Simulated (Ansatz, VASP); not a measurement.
## Two plane-wave programs on In2S

INCAR

```
SYSTEM = In2S
PREC = Accurate ; ENCUT = 520
EDIFF = 1E-7 ; ISMEAR = 0
SIGMA = 0.1 ; LREAL = .False.
LASPH = .True. ; NELM = 80
ALGO = Normal ; ISIF = 2
LWAVE = .False. ; LCHARG = .False.
GGA = PE ; NBANDS = 23
```

KPOINTS

```
Automatic mesh
0
Gamma
  6 6 4
  0 0 0
```

File POSCAR:

```
In2S
1.0
    4.7055464800      0.0000000000      0.0000000000
   -2.3527732400      4.0751227900      0.0000000000
    0.0000000000      0.0000000000      4.5157538500
In S
2 1
Direct
    0.3333333300      0.6666666700      0.4471106700
    0.6666666700      0.3333333300      0.4471106700
    0.0000000000      0.0000000000      0.7276843900
```

Input for Ansatz:

```yaml
crystal:
  lattice:
    - [4.70554648, 0.0, 0.0]
    - [-2.35277324, 4.07512279, 0.0]
    - [0.0, 0.0, 4.51575385]
  atoms:
    - { symbol: In, position: [0.33333333, 0.66666667, 0.44711067] }
    - { symbol: In, position: [0.66666667, 0.33333333, 0.44711067] }
    - { symbol: S, position: [0.0, 0.0, 0.72768439] }
basis:
  ecutwfc: 420
kpoints:
  mp_grid: { grid: [6, 6, 4] }
hamiltonian:
  xc: pbe
scf:
  occupations: { method: gaussian, width: 0.1 }
  lower_state_search: "off"
output:
  forces: true
  stress: true
  eigenvalues: true
```

Alike in both runs: task single point; functional PBE; k mesh 6 × 6 × 4; occupations gaussian, width 0.1 eV; no spin polarisation.

|  | VASP | Ansatz |
| --- | --- | --- |
| version | VASP 6.6.1 | Ansatz 0.2.0 |
| potentials or method | VASP PAW PBE potentials, release 64 (In_d, S), cutoff 520 eV | scalar-relativistic, plane waves, PAW |
| valence electrons in the cell | 32 | 32 |

```tsv
	VASP	Ansatz	Ansatz less VASP
gap on the k mesh at the Fermi level (eV)	none	none	-
pressure (GPa)	5.3	5.3	+0.03
traceless stress, the component that is largest in VASP (GPa)	-5.49	-5.48	+0.004
rms of the force components (eV/Å)	0.201	0.199	-0.0012
```

Atom by atom the forces differ by 0.001 eV/Å (rms over components). A gap of «none» marks a metal or a gap that the smearing closes. With one functional, cell and mesh, what is left measures potentials, basis and numerics.
